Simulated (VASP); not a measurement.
# Ta (Cmcm) in VASP: further runs, part 3 of 3

VASP 6.6.1. Earlier steps stand in the parts before.

## (5) Single point, PBEsol (strain +0.0175 x Voigt [1, -1, 0, 0, 0, 0])

Input file INCAR:

```
PREC = Accurate ; ENCUT = 520
EDIFF = 1E-6 ; ISMEAR = 0
SIGMA = 0.15 ; LREAL = F
LASPH = T ; NELM = 80
ALGO = Fast ; ISIF = 2
LWAVE = F ; LCHARG = T
GGA = PS ; LELF = T
LVHAR = T ; NBANDS = 18
```

Input file KPOINTS:

```
regular mesh
0
Gamma
  18 18 10
```

Input file POSCAR:

```
Ta
1.0
    2.9511285839      0.0000000000      0.0000000000
   -1.4755642919      2.4678394671      0.0000000000
    0.0000000000      0.0000000000      5.1662740000
Ta
2
Direct
    0.6666666667      0.3333333333      0.7500000000
    0.3333333333      0.6666666667      0.2500000000
```

Potentials or basis: VASP PAW PBE potentials, release 64 (Ta_pv).

Started as:

```bash
cat potpaw_PBE.64/Ta_pv/POTCAR > POTCAR
mpirun -np 1 vasp_std > vasp.out
```

OUTCAR:

```text
PREC = Accurate
   ENCUT = 520
   EDIFF = 1E-6
   ISMEAR = 0
   LREAL = F
   LASPH = T
   NELM = 80
   ISIF = 2
   GGA = PS

 ion  position               nearest neighbor table
   1  0.667  0.333  0.750-   2 3.06   2 3.06   2 3.09   2 3.09   2 3.09   2 3.09
   2  0.333  0.667  0.250-   1 3.06   1 3.06   1 3.09   1 3.09   1 3.09   1 3.09

  Warning from LATTYP: Monoclinic adjustment (A1->A3, A2->A1, A3->A2)!
  LATTYP: Found a base centered orthorhombic cell.
 ALAT       =     2.9511285839
 B/A-ratio  =     1.6724716643
 C/A-ratio  =     1.7506095899

  Lattice vectors:

 A1 = (   1.4755642919,  -2.4678394671,   0.0000000000)
 A2 = (   1.4755642920,   2.4678394671,   0.0000000000)
 A3 = (   0.0000000000,   0.0000000000,   5.1662740000)

Analysis of symmetry for initial positions (statically):
=====================================================================
 Subroutine PRICEL returns:
 Original cell was already a primitive cell.

 Routine SETGRP: Setting up the symmetry group for a
 base centered orthorhombic supercell.

 Subroutine GETGRP returns: Found  8 space group operations
 (whereof  4 operations were pure point group operations)
 out of a pool of  8 trial point group operations.

The static configuration has the point symmetry C_2h.
 The point group associated with its full space group is D_2h.

Analysis of symmetry for dynamics (positions and initial velocities):
=====================================================================
 Subroutine PRICEL returns:
 Original cell was already a primitive cell.

 Routine SETGRP: Setting up the symmetry group for a
 base centered orthorhombic supercell.

 Subroutine GETGRP returns: Found  8 space group operations
 (whereof  4 operations were pure point group operations)
 out of a pool of  8 trial point group operations.

The dynamic configuration has the point symmetry C_2h.
 The point group associated with its full space group is D_2h.

 Subroutine INISYM returns: Found  8 space group operations
 (whereof  4 operations are pure point group operations),
 and found     1 'primitive' translations

----------------------------------------------------------------------------------------

                                     Primitive cell

  volume of cell :      37.6255

  direct lattice vectors                    reciprocal lattice vectors
     2.951128584  0.000000000  0.000000000     0.338853415  0.202606372  0.000000000
    -1.475564292  2.467839467  0.000000000     0.000000000  0.405212743  0.000000000
     0.000000000  0.000000000  5.166274000     0.000000000  0.000000000  0.193563098

  length of vectors
     2.951128584  2.875329827  5.166274000     0.394804988  0.405212743  0.193563098

  position of ions in fractional coordinates (direct lattice)
     0.666666667  0.333333333  0.750000000
     0.333333333  0.666666667  0.250000000

  ion indices of the primitive-cell ions
   primitive index   ion index
                 1           1
                 2           2

----------------------------------------------------------------------------------------

 KPOINTS: regular mesh

Automatic generation of k-mesh.
 Grid dimensions read from file:
 generate k-points for:   18   18   10

 Generating k-lattice:

  Cartesian coordinates                     Fractional coordinates (reciprocal lattice)
     0.018825190  0.011255910  0.000000000     0.055555556  0.000000000  0.000000000
     0.000000000  0.022511819  0.000000000     0.000000000  0.055555556  0.000000000
     0.000000000  0.000000000  0.019356310     0.000000000  0.000000000  0.100000000

  Length of vectors
     0.021933610  0.022511819  0.019356310

  Shift w.r.t. Gamma in fractional coordinates (k-lattice)
     0.000000000  0.000000000  0.000000000

 Subroutine IBZKPT returns following result:
 ===========================================

 Found    546 irreducible k-points:

 Following reciprocal coordinates:
            Coordinates               Weight
  0.000000  0.000000  0.000000      1.000000
  0.055556  0.000000  0.000000      4.000000
  0.111111  0.000000  0.000000      4.000000
  0.166667  0.000000  0.000000      4.000000
  0.222222  0.000000  0.000000      4.000000
  0.277778  0.000000  0.000000      4.000000
[... 16 lines left out ...]
 -0.333333  0.055556  0.000000      4.000000
 -0.277778  0.055556  0.000000      4.000000
 [... further k-points ...]
   k-points           NKPTS =    546   k-points in BZ     NKDIM =    546   number of bands    NBANDS=     18
   number of dos      NEDOS =    301   number of ions     NIONS =      2
   total plane-waves  NPLWV =  23040
   dimension x,y,z NGX =    24 NGY =   24 NGZ =   40
   dimension x,y,z NGXF=    48 NGYF=   48 NGZF=   80
   ions per type =               2
   NGX,Y,Z   is equivalent  to a cutoff of  13.52, 13.88, 12.87 a.u.
   NGXF,Y,Z  is equivalent  to a cutoff of  27.04, 27.75, 25.74 a.u.
 SYSTEM =  unknown system
   PREC   = accura    normal or accurate (medium, high low for compatibility)
   ISTART =      0    job   : 0-new  1-cont  2-samecut
   ICHARG =      2    charge: 1-file 2-atom 10-const
   ISPIN  =      1    spin polarized calculation?
   LNONCOLLINEAR =      F non collinear calculations
   LSORBIT =      F    spin-orbit coupling
   LASPH  =      T    aspherical Exc in radial PAW
   ENCUT  =  520.0 eV  38.22 Ry    6.18 a.u.   5.49  5.35  9.61*2*pi/ulx,y,z
   NELM   =     80;   NELMIN=  2; NELMDL= -5     # of ELM steps
   EDIFF  = 0.1E-05   stopping-criterion for ELM
   LREAL  =      F    real-space projection
   EDIFFG = 0.1E-04   stopping-criterion for IOM
   NSW    =      0    number of steps for IOM
   IBRION =     -1    ionic relax: 0-MD 1-quasi-New 2-CG
   NFREE  =      0    steps in history (QN), initial steepest desc. (CG)
   ISIF   =      2    stress and relaxation
   ISYM   =      2    0-nonsym 1-usesym 2-fastsym
   POTIM  = 0.5000    time-step for ionic-motion
   TEBEG  =    0.0;   TEEND  =   0.0 temperature during run
   PSTRESS=    0.0 pullay stress
   NELECT =      22.0000    total number of electrons
   NUPDOWN=      -1.0000    fix difference up-down
   EMIN   =  10.00;   EMAX   =-10.00  energy-range for DOS
   EFERMI =   0.00;   METHOD = LEGACY
   ISMEAR =     0;   SIGMA  =   0.15  broadening in eV -4-tet -1-fermi 0-gaus
   EFERMI_NEDOS =   21; number of points for ismear=-14 and -15
   IALGO  =     68    algorithm
   IMIX   =      4    mixing-type and parameters
     AMIX     =   0.40;   BMIX     =  1.00
     AMIX_MAG =   1.60;   BMIX_MAG =  1.00
  volume/ion in A,a.u.               =      18.81       126.95
  Fermi-wavevector in a.u.,A,eV,Ry     =   1.368952  2.586944 25.497722  1.874030
  Thomas-Fermi vector in A             =   2.494871
   LORBIT       =      0    0 simple, 1 ext, 2 COOP (PROOUT), +10 PAW based schemes
   GGA     = PS    functional components
   LHFCALC =     F    Hartree Fock is set to
   AEXX    =    0.0000 exact exchange contribution
   IVDW    =     0    specifies the selected vdW correction
   LEPSILON=     F    determine dielectric tensor
   LRPA    =     F    only Hartree local field effects (RPA)
 non-spin polarized calculation
 RMM-DIIS sequential band-by-band and
 Gauss-broadening in eV      SIGMA  =   0.15
  energy-cutoff  :      520.00
  volume of cell :       37.63
 maximum number of plane-waves:      1033
 NGX is ok and might be reduce to    24
   NGX = 11   NGY = 11   NGZ = 19

 number of electron      22.0000004 magnetization

 Free energy of the ion-electron system (eV)
  ---------------------------------------------------
  ext. energy  EPLUGINS =         0.00000000
  ---------------------------------------------------
  free energy    TOTEN  =       -24.48986117 eV

  energy without entropy =      -24.45997594  energy(sigma->0) =      -24.47491856

 E-fermi :   5.3751     XC(G=0): -12.4935

 val. band max:        5.3750750674   @ k =   0.5000   0.1111   0.2000
 cond. band min:       5.3756694310   @ k =   0.2222   0.1111   0.3000
 fundamental gap:      0.0005943636
 Fermi energy:         5.3751139952

 k-point     1 :       0.0000    0.0000    0.0000
  band No.  band energies     occupation
      1     -29.1209      2.00000
      2     -28.3065      2.00000
      3     -28.2173      2.00000
      4     -28.1470      2.00000
      5     -28.1354      2.00000
      6     -28.0648      2.00000
[... 481 lines left out ...]
      5     -28.3073      2.00000
      6     -28.1932      2.00000
[... 10 lines left out ...]
     17      10.8398      0.00000
     18      13.4084      0.00000

 [... further k-points ...]

------------------------ aborting loop because EDIFF is reached ----------------------------------------

  FORCE on cell =-STRESS in cart. coord.  units (eV):
  Direction    XX          YY          ZZ          XY          YZ          ZX
  --------------------------------------------------------------------------------------
  -------------------------------------------------------------------------------------
  Total       -1.8574782     -1.3641146     -1.6697782     -0.0000000      0.0000000      0.0000000
  in kB      -79.0955111    -58.0870021    -71.1028318     -0.0000000      0.0000000      0.0000000
  external PRESSURE =     -69.4284483 kB  Pullay stress =       0.0000000 kB

 VOLUME and BASIS-vectors are now :
 -----------------------------------------------------------------------------
  energy-cutoff  :      520.00
  volume of cell :       37.63
      direct lattice vectors                 reciprocal lattice vectors
     2.951128584  0.000000000  0.000000000     0.338853415  0.202606372  0.000000000
    -1.475564292  2.467839467  0.000000000     0.000000000  0.405212743  0.000000000
     0.000000000  0.000000000  5.166274000     0.000000000  0.000000000  0.193563098

 POSITION                                       TOTAL-FORCE (eV/Angst)
 -----------------------------------------------------------------------------------
      1.47556      0.82261      3.87471         0.000000      0.156752      0.000000
     -0.00000      1.64523      1.29157        -0.000000     -0.156752      0.000000
 -----------------------------------------------------------------------------------
    total drift:                               -0.000000      0.000000     -0.000000

  FREE ENERGIE OF THE ION-ELECTRON SYSTEM (eV)
  ---------------------------------------------------
  free  energy   TOTEN  =       -24.4898611666 eV

  energy  without entropy=      -24.4599759450  energy(sigma->0) =      -24.47491856
```

OSZICAR:

```text
N       E                     dE             d eps       ncg     rms          rms(c)
DAV:   1     0.168812494256E+03    0.16881E+03   -0.12805E+04 19688   0.126E+03
DAV:   2    -0.212703178098E+02   -0.19008E+03   -0.18706E+03 24248   0.356E+02
DAV:   3    -0.254945534147E+02   -0.42242E+01   -0.41589E+01 23908   0.497E+01
DAV:   4    -0.255255006403E+02   -0.30947E-01   -0.30893E-01 22348   0.444E+00
DAV:   5    -0.255257213390E+02   -0.22070E-03   -0.22068E-03 22230   0.364E-01    0.180E+01
RMM:   6    -0.247328010511E+02    0.79292E+00   -0.76778E-01 19951   0.643E+00    0.859E+00
RMM:   7    -0.244887218414E+02    0.24408E+00   -0.93250E-01 22047   0.650E+00    0.515E-01
RMM:   8    -0.244891038721E+02   -0.38203E-03   -0.49858E-02 24095   0.161E+00    0.483E-01
RMM:   9    -0.244903637973E+02   -0.12599E-02   -0.13776E-02 24511   0.707E-01    0.325E-01
RMM:  10    -0.244898419240E+02    0.52187E-03   -0.36166E-03 21501   0.448E-01    0.931E-02
RMM:  11    -0.244898519082E+02   -0.99842E-05   -0.35030E-04 26473   0.136E-01    0.194E-02
RMM:  12    -0.244898593459E+02   -0.74377E-05   -0.69236E-05 26643   0.588E-02    0.182E-02
RMM:  13    -0.244898604674E+02   -0.11215E-05   -0.88550E-06 22164   0.164E-02    0.460E-03
RMM:  14    -0.244898611666E+02   -0.69924E-06   -0.20188E-06 16599   0.732E-03
   1 F= -.24489861E+02 E0= -.24474919E+02  d E =-.298852E-01
```

Wall time 4.8 min (1 thread of Intel Xeon Platinum 8259CL at 2.50GHz (Skylake/Cascade Lake), shared host); peak memory 0.4 GiB.

Results:

- Free energy: -24.4899 eV
- Pressure: -6.9 GPa
- Largest force: 0.157 eV/Å
- Band gap on the k mesh: zero (band 11 reaches 7.07 eV, above the bottom of band 12 at 4.64 eV)

Forces in eV/Å, atoms in the order of the input:
```
Ta   0.000  0.157  0.000
Ta   0.000 -0.157  0.000
```

Levels at points of the mesh, in eV from the Fermi level:
| k point | band 8 | band 9 | band 10 | band 11 | band 12 | band 13 | band 14 | band 15 |
| --- | --- | --- | --- | --- | --- | --- | --- | --- |
| (0.00, 0.00, 0.00) | -4.88 | -0.54 | -0.08 | 0.23 | 0.81 | 1.02 | 1.57 | 2.86 |
| (0.50, 0.00, 0.00) | -3.79 | -3.31 | -0.51 | -0.39 | 0.41 | 1.05 | 5.61 | 6.31 |
| (0.00, 0.50, 0.00) | -3.82 | -3.28 | -0.31 | -0.26 | 0.56 | 0.73 | 5.38 | 6.57 |
| (0.00, 0.00, 0.50) | -6.33 | -1.15 | -1.15 | 0.30 | 0.30 | 1.05 | 1.05 | 4.29 |
| (0.50, 0.00, 0.50) | -4.31 | -2.28 | -2.28 | 1.42 | 1.42 | 2.75 | 2.75 | 5.50 |
| (0.00, 0.50, 0.50) | -4.26 | -2.24 | -2.24 | 1.70 | 1.70 | 2.33 | 2.33 | 5.58 |

Caveat: the cell differs from its parent crystal (strain +0.0175 x Voigt [1, -1, 0, 0, 0, 0]); the PAW data sets were made with another functional, which shifts forces and pressure a little; spin-orbit coupling is left out, which moves the levels of the heavy elements.

## (6) Summary

```csv
cell,further INCAR settings,gap on the mesh (eV),pressure (GPa),largest force (eV/Å)
"a = 2.857, b = 2.922, c = 5.166 Å, angles 90.0, 90.0, 119.3°, 2 atoms",ALGO = Fast; EDIFF = 1e-06; NBANDS = 18,none,-7.0,0.13
"a = 2.929, b = 2.886, c = 5.166 Å, angles 90.0, 90.0, 120.5°, 2 atoms",ALGO = Fast; EDIFF = 1e-07; NBANDS = 18,none,-7.0,0.09
"a = 2.886, b = 2.908, c = 5.166 Å, angles 90.0, 90.0, 119.8°, 2 atoms",ALGO = Fast; EDIFF = 1e-06; NBANDS = 18,none,-7.0,0.04
"a = 2.951, b = 2.875, c = 5.166 Å, angles 90.0, 90.0, 120.9°, 2 atoms",ALGO = Fast; EDIFF = 1e-06; NBANDS = 18,none,-6.9,0.16
```

Alike in all rows: task single point; level PBEsol; potentials or basis VASP PAW PBE potentials, release 64 (Ta_pv); no spin polarisation; k mesh 18 × 18 × 10; cutoff (eV) 520; smearing gaussian 0.15 eV.

Caveats: the PAW data sets were made with another functional, which shifts forces and pressure a little; spin-orbit coupling is left out, which moves the levels of the heavy elements.

Total energies depend on the potentials used, so only differences within one code and one set of settings carry meaning.
